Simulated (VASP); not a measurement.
Input of a VASP 6.6.1 run:

Contents of INCAR:

```
PREC = Accurate
ENCUT = 500
EDIFF = 1E-6
ISMEAR = 0
SIGMA = 0.02
LREAL = False
LASPH = True
NELM = 120
ALGO = Normal
ISIF = 2
LWAVE = False
LCHARG = False
GGA = PS
NBANDS = 11
GGA_COMPAT = False
```

The input KPOINTS:

```
regular mesh
0
Gamma
  8 8 8
```

The input POSCAR:

```
AlP
1.0
    0.0000000000      2.7352604749      2.7352604749
    2.7352604749      0.0000000000      2.7352604749
    2.7352604749      2.7352604749      0.0000000000
Al P
1 1
Direct
    0.0000000000      0.0000000000      0.0000000000
    0.2500000000      0.2500000000      0.2500000000
```

Potentials or basis: VASP PAW PBE potentials, release 64 (Al, P).

Run with:

```console
$ cat potpaw_PBE.64/Al/POTCAR potpaw_PBE.64/P/POTCAR > POTCAR
$ mpirun -np 1 vasp_std > vasp.out
```

(1) Predict the band gap on the k mesh.

(2) What does it give for the pressure?

## Answers

(1) 1.45 eV, indirect (least direct gap 3.15 eV).

(2) 0.0 GPa.

Caveat: the PAW data sets were made with another functional, which shifts forces and pressure a little.
